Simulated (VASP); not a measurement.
# Hf (P6_3/mmc) in VASP: further runs, part 2 of 2

VASP 6.6.1.

**4. Relaxation of shape and atoms at fixed volume, PBEsol (20.74 Å³/atom)**

This run uses another cell than the first one, of 20.74 Å³/atom.

Input file INCAR:

```
  ALGO = Fast
  EDIFF = 1E-7
  EDIFFG = -0.01
  ENCUT = 600
  GGA = PS
  IBRION = 2
  ISIF = 4
  ISMEAR = 0
  LASPH = T
  LCHARG = F
  LREAL = F
  LWAVE = F
  NELM = 80
  NSW = 60
  PREC = Accurate
  SIGMA = 0.05
```

Input file KPOINTS:

```
k-points
0
Gamma
  16 16 10
```

Input file POSCAR:

```
Hf
1.0
    3.1180518305      0.0000000000      0.0000000000
   -1.5590259153      2.7003120955      0.0000000000
    0.0000000000      0.0000000000      4.9261975728
Hf
2
Direct
    0.3333333333      0.6666666667      0.2500000000
    0.6666666667      0.3333333333      0.7500000000
```

Potentials or basis: VASP PAW PBE potentials, release 64 (Hf_pv).

Launch:

```
> cat potpaw_PBE.64/Hf_pv/POTCAR > POTCAR
> mpirun -np 1 vasp_std > vasp.out
```

OUTCAR:

```text
EDIFF = 1E-7
   EDIFFG = -0.01
   ENCUT = 600
   GGA = PS
   IBRION = 2
   ISIF = 4
   ISMEAR = 0
   LASPH = T
   LREAL = F
   NELM = 80
   NSW = 60
   PREC = Accurate

 ion  position               nearest neighbor table
   1  0.333  0.667  0.250-   2 3.05   2 3.05   2 3.05   2 3.05   2 3.05   2 3.05
   2  0.667  0.333  0.750-   1 3.05   1 3.05   1 3.05   1 3.05   1 3.05   1 3.05

  LATTYP: Found a hexagonal cell.
 ALAT       =     3.1180518305
 C/A-ratio  =     1.5798959865

  Lattice vectors:

 A1 = (   3.1180518305,   0.0000000000,   0.0000000000)
 A2 = (  -1.5590259153,   2.7003120955,   0.0000000000)
 A3 = (   0.0000000000,   0.0000000000,   4.9261975728)

Analysis of symmetry for initial positions (statically):
=====================================================================
 Subroutine PRICEL returns:
 Original cell was already a primitive cell.

 Routine SETGRP: Setting up the symmetry group for a
 hexagonal supercell.

 Subroutine GETGRP returns: Found 24 space group operations
 (whereof 12 operations were pure point group operations)
 out of a pool of 24 trial point group operations.

The static configuration has the point symmetry D_3d.
 The point group associated with its full space group is D_6h.

Analysis of symmetry for dynamics (positions and initial velocities):
=====================================================================
 Subroutine PRICEL returns:
 Original cell was already a primitive cell.

 Routine SETGRP: Setting up the symmetry group for a
 hexagonal supercell.

 Subroutine GETGRP returns: Found 24 space group operations
 (whereof 12 operations were pure point group operations)
 out of a pool of 24 trial point group operations.

The dynamic configuration has the point symmetry D_3d.
 The point group associated with its full space group is D_6h.

 Subroutine INISYM returns: Found 24 space group operations
 (whereof 12 operations are pure point group operations),
 and found     1 'primitive' translations

[... 174 lines left out ...]
  ---------------------------------------------------
  free  energy   TOTEN  =       -20.9855265750 eV

  energy  without entropy=      -20.9835377818  energy(sigma->0) =      -20.98453218

--------------------------------------- Ionic step        2  -------------------------------------------

 number of electron      20.0000000 magnetization

 Free energy of the ion-electron system (eV)
  ---------------------------------------------------
  ext. energy  EPLUGINS =         0.00000000
  ---------------------------------------------------
  free energy    TOTEN  =       -20.98555388 eV

  energy without entropy =      -20.98355511  energy(sigma->0) =      -20.98455449

 E-fermi :   5.3021     XC(G=0): -11.7426

 val. band max:        5.2995672267   @ k =   0.0625   0.0000   0.5000
 cond. band min:       5.3030884263   @ k =   0.3750   0.2500   0.4000
 fundamental gap:      0.0035211996
 Fermi energy:         5.3020785264

 k-point     1 :       0.0000    0.0000    0.0000
  band No.  band energies     occupation
      1     -25.7038      2.00000
      2     -24.7430      2.00000
      3     -24.7430      2.00000
      4     -24.5816      2.00000
      5     -24.5799      2.00000
      6     -24.5799      2.00000
      7      -2.3487      2.00000
      8       1.3348      2.00000
      9       6.2583      0.00000
     10       6.4738      0.00000
     11       6.4738      0.00000
     12       6.7826      0.00000
     13       7.3826      0.00000
     14       7.3826      0.00000
[... 377 lines left out ...]
      1     -25.3168      2.00000
      2     -25.2921      2.00000
      3     -25.2167      2.00000
      4     -24.9643      2.00000
      5     -24.8009      2.00000
      6     -24.7892      2.00000
      7       1.3857      2.00000
      8       3.2796      2.00000
      9       3.4769      2.00000
     10       3.9667      2.00000
     11       5.6744      0.00000
     12       6.3131      0.00000
     13       6.6444      0.00000
     14       9.3302      0.00000

 [... further k-points ...]
[... 5 lines left out ...]
  --------------------------------------------------------------------------------------
  -------------------------------------------------------------------------------------
  Total        1.1793211      1.1793211      1.1859103     -0.0000000      0.0000000      0.0000000
  in kB       45.5547361     45.5547361     45.8092631     -0.0000000      0.0000000      0.0000000
  external PRESSURE =      45.6395784 kB  Pullay stress =       0.0000000 kB

 VOLUME and BASIS-vectors are now :
 -----------------------------------------------------------------------------
  energy-cutoff  :      600.00
  volume of cell :       41.48
      direct lattice vectors                 reciprocal lattice vectors
     3.116672272 -0.000000000  0.000000000     0.320855038  0.185245743  0.000000000
    -1.558336136  2.699117362  0.000000000     0.000000000  0.370491485  0.000000000
    -0.000000000  0.000000000  4.930559587     0.000000000  0.000000000  0.202816736

 POSITION                                       TOTAL-FORCE (eV/Angst)
 -----------------------------------------------------------------------------------
     -0.00000      1.79941      1.23264         0.000000     -0.000000      0.000000
      1.55834      0.89971      3.69792        -0.000000      0.000000      0.000000
 -----------------------------------------------------------------------------------
    total drift:                                0.000000     -0.000000      0.000000

  FREE ENERGIE OF THE ION-ELECTRON SYSTEM (eV)
  ---------------------------------------------------
  free  energy   TOTEN  =       -20.9855538759 eV

  energy  without entropy=      -20.9835551116  energy(sigma->0) =      -20.98455449

 reached required accuracy - stopping structural energy minimisation
```

OSZICAR:

```text
N       E                     dE             d eps       ncg     rms          rms(c)
DAV:   1     0.513224500853E+02    0.51322E+02   -0.12683E+04  5040   0.153E+03
DAV:   2    -0.195896000356E+02   -0.70912E+02   -0.69496E+02  6228   0.291E+02
DAV:   3    -0.216741011008E+02   -0.20845E+01   -0.20475E+01  6824   0.321E+01
[... 18 lines left out ...]
RMM:   2    -0.209855810942E+02    0.85200E-04   -0.87538E-05  5278   0.786E-02    0.306E-02
RMM:   3    -0.209855540834E+02    0.27011E-04   -0.44805E-05  5436   0.451E-02    0.296E-02
RMM:   4    -0.209855537443E+02    0.33917E-06   -0.13761E-05  5811   0.227E-02    0.863E-03
RMM:   5    -0.209855538238E+02   -0.79582E-07   -0.25698E-06  5118   0.922E-03    0.469E-03
RMM:   6    -0.209855538759E+02   -0.52024E-07   -0.42587E-07  3780   0.333E-03
   2 F= -.20985554E+02 E0= -.20984554E+02  d E =-.273009E-04
```

CONTCAR:

```text
Hf
   1.00000000000000
     3.1166722715607493   -0.0000000000016243    0.0000000000000000
    -1.5583361358317591    2.6991173624117533    0.0000000000000000
    -0.0000000000000000    0.0000000000000000    4.9305595867632812
  Hf
     2
Direct
     0.3333333332999970    0.6666666667000030    0.2500000000000000
     0.6666666667000030    0.3333333332999970    0.7500000000000000

  0.00000000E+00  0.00000000E+00  0.00000000E+00
  0.00000000E+00  0.00000000E+00  0.00000000E+00
```

Wall time 96 s (1 thread of Intel Xeon 6975P-C (Granite Rapids), shared host); peak memory 0.26 GiB.

What came out:

```
Free energy               : -20.9856 eV
Energy gained by relaxing : 0.0 meV/atom
Ionic steps               : 2
Pressure after relaxing   : 4.6 GPa
Band gap on the k mesh    : zero (bands 10 and 11 overlap by 1.58 eV)
```

Final structure:
```yaml
crystal:
  lattice:
    - [3.11667, 0.00000, 0.00000]
    - [-1.55834, 2.69912, 0.00000]
    - [0.00000, 0.00000, 4.93056]
  atoms:
    - { symbol: Hf, position: [0.33333, 0.66667, 0.25000] }
    - { symbol: Hf, position: [0.66667, 0.33333, 0.75000] }
```

Caveat: the PAW data sets were made with another functional, which shifts forces and pressure a little; spin-orbit coupling is left out, which moves the levels of the heavy elements.

**5. Relaxation of shape and atoms at fixed volume, PBEsol (17.28 Å³/atom)**

This run uses another cell than the first one, of 17.28 Å³/atom.

Input file INCAR:

```
SYSTEM = Hf
ALGO = Fast ; EDIFF = 1E-7
EDIFFG = -0.01 ; ENCUT = 600
GGA = PS ; IBRION = 2
ISIF = 4 ; ISMEAR = 0
LASPH = .TRUE. ; LCHARG = .FALSE.
LREAL = .FALSE. ; LWAVE = .FALSE.
NELM = 100 ; NSW = 60
PREC = Accurate ; SIGMA = 0.05
```

Input file KPOINTS:

```
k-points
0
G
  18 18 10
  0 0 0
```

Input file POSCAR:

```
Hf
1.0
    2.9213265215      0.0000000000      0.0000000000
   -1.4606632607      2.5299429804      0.0000000000
    0.0000000000      0.0000000000      4.6766733505
Hf
2
Direct
    0.3333333333      0.6666666667      0.2500000000
    0.6666666667      0.3333333333      0.7500000000
```

Launch:

```
> cat potpaw_PBE.64/Hf_pv/POTCAR > POTCAR
> mpirun -np 1 vasp_std > vasp.out
```

Wall time 67 s (1 thread of Intel Xeon 6975P-C (Granite Rapids), shared host); peak memory 0.25 GiB.

Results (log left out):

| Property | Result |
| --- | --- |
| Free energy | -20.1839 eV |
| Energy gained by relaxing | 0.1 meV/atom |
| Ionic steps | 2 |
| Pressure after relaxing | 36.2 GPa |
| Band gap on the k mesh | zero (bands 10 and 11 overlap by 1.65 eV) |

Stress tensor (GPa, compression positive):
```
36.12  0.00  0.00
 0.00 36.12  0.00
 0.00  0.00 36.21
```

The path:
```csv
step,energy change (eV),largest force (eV/Å),pressure (GPa),volume (Å³)
1,0.0000,0.0000,36.21,34.56
2,-0.0002,0.0000,36.15,34.56
```

Final structure:
```xyz
2
Lattice="2.9181 0.0000 0.0000 -1.4590 2.5271 0.0000 0.0000 0.0000 4.6871" Properties=species:S:1:pos:R:3 pbc="T T T"
Hf    0.0000    1.6848    1.1718
Hf    1.4590    0.8424    3.5153
```

Levels at points of the mesh, in eV from the Fermi level:
```tsv
k point	band 8	band 9	band 10	band 11	band 12	band 13
(0.00, 0.00, 0.00)	-4.66	1.16	1.16	1.33	1.79	2.26
(0.50, 0.00, 0.00)	-3.83	-3.23	-0.03	0.73	1.14	2.12
(0.00, 0.00, 0.50)	-5.76	-0.02	-0.02	1.06	1.06	1.06
(0.50, 0.00, 0.50)	-4.39	-1.68	-1.68	2.41	2.41	3.28
```

Caveat: the PAW data sets were made with another functional, which shifts forces and pressure a little; spin-orbit coupling is left out, which moves the levels of the heavy elements.

**6. Relaxation of shape and atoms at fixed volume, PBEsol (18.15 Å³/atom)**

This run uses another cell than the first one, of 18.15 Å³/atom.

Input file INCAR:

```
PREC = Accurate
ENCUT = 600
EDIFF = 1E-6
ISMEAR = 0
SIGMA = 0.05
LREAL = F
LASPH = T
NELM = 60
ALGO = Fast
ISIF = 4
LWAVE = F
LCHARG = F
GGA = PS
IBRION = 2
NSW = 60
EDIFFG = -0.01
```

Input file KPOINTS:

```
regular mesh
0
Gamma
  18 18 10
```

Input file POSCAR:

```
Hf
1.0
    2.9732072314      0.0000000000      0.0000000000
   -1.4866036157      2.5748729931      0.0000000000
    0.0000000000      0.0000000000      4.7406312850
Hf
2
Direct
    0.3333333333      0.6666666667      0.2500000000
    0.6666666667      0.3333333333      0.7500000000
```

Potentials or basis: VASP PAW PBE potentials, release 64 (Hf_pv).

Launch:

```
> cat potpaw_PBE.64/Hf_pv/POTCAR > POTCAR
> mpirun -np 1 vasp_std > vasp.out
```

It took 52 s on 1 thread of Intel Xeon 6975P-C (Granite Rapids), shared host; peak memory 0.26 GiB.

It converged, with:

| Quantity | Value |
| --- | --- |
| Free energy | -20.5178 eV |
| Energy gained by relaxing | 0.1 meV/atom |
| Ionic steps | 2 |
| Pressure after relaxing | 26.1 GPa |
| Band gap on the k mesh | zero (bands 10 and 11 overlap by 1.66 eV) |

The path:
| step | energy change (eV) | largest force (eV/Å) | pressure (GPa) | volume (Å³) |
| --- | --- | --- | --- | --- |
| 1 | 0.0000 | 0.0000 | 26.12 | 36.29 |
| 2 | -0.0001 | 0.0000 | 26.06 | 36.29 |

Final structure:
```xyz
2
Lattice="2.9706 0.0000 0.0000 -1.4853 2.5726 0.0000 0.0000 0.0000 4.7491" Properties=species:S:1:pos:R:3 pbc="T T T"
Hf    0.0000    1.7151    1.1873
Hf    1.4853    0.8575    3.5618
```

Levels at points of the mesh, in eV from the Fermi level:
```tsv
k point	band 6	band 7	band 8	band 9	band 10	band 11	band 12	band 13	band 14
(0.00, 0.00, 0.00)	-29.40	-8.07	-4.47	1.17	1.17	1.39	1.53	2.22	2.22
(0.50, 0.00, 0.00)	-29.58	-3.74	-3.66	-3.01	-0.23	0.73	1.09	2.03	7.46
(0.00, 0.00, 0.50)	-29.52	-5.72	-5.72	0.02	0.02	1.06	1.06	1.06	1.06
(0.50, 0.00, 0.50)	-29.79	-4.18	-4.18	-1.51	-1.51	2.11	2.11	3.14	3.14
```

Caveat: the PAW data sets were made with another functional, which shifts forces and pressure a little; spin-orbit coupling is left out, which moves the levels of the heavy elements.

**7. Summary**

| cell | k mesh | gap on the mesh (eV) | pressure (GPa) |
| --- | --- | --- | --- |
| relaxed from a = 3.071, b = 3.071, c = 4.868 Å, angles 90.0, 90.0, 120.0°, 2 atoms | 16 × 16 × 10 | none | 10.5 |
| relaxed from a = 2.867, b = 2.867, c = 4.613 Å, angles 90.0, 90.0, 120.0°, 2 atoms | 18 × 18 × 10 | none | 48.4 |
| relaxed from a = 3.118, b = 3.118, c = 4.926 Å, angles 90.0, 90.0, 120.0°, 2 atoms | 16 × 16 × 10 | none | 4.6 |
| relaxed from a = 2.921, b = 2.921, c = 4.677 Å, angles 90.0, 90.0, 120.0°, 2 atoms | 18 × 18 × 10 | none | 36.2 |
| relaxed from a = 2.973, b = 2.973, c = 4.741 Å, angles 90.0, 90.0, 120.0°, 2 atoms | 18 × 18 × 10 | none | 26.1 |

Alike in all rows: task relaxation of shape and atoms at fixed volume; level PBEsol; potentials or basis VASP PAW PBE potentials, release 64 (Hf_pv); no spin polarisation; cutoff (eV) 600; smearing gaussian 0.05 eV.

Caveats: the PAW data sets were made with another functional, which shifts forces and pressure a little; spin-orbit coupling is left out, which moves the levels of the heavy elements.

Total energies depend on the potentials used, so only differences within one code and one set of settings carry meaning.
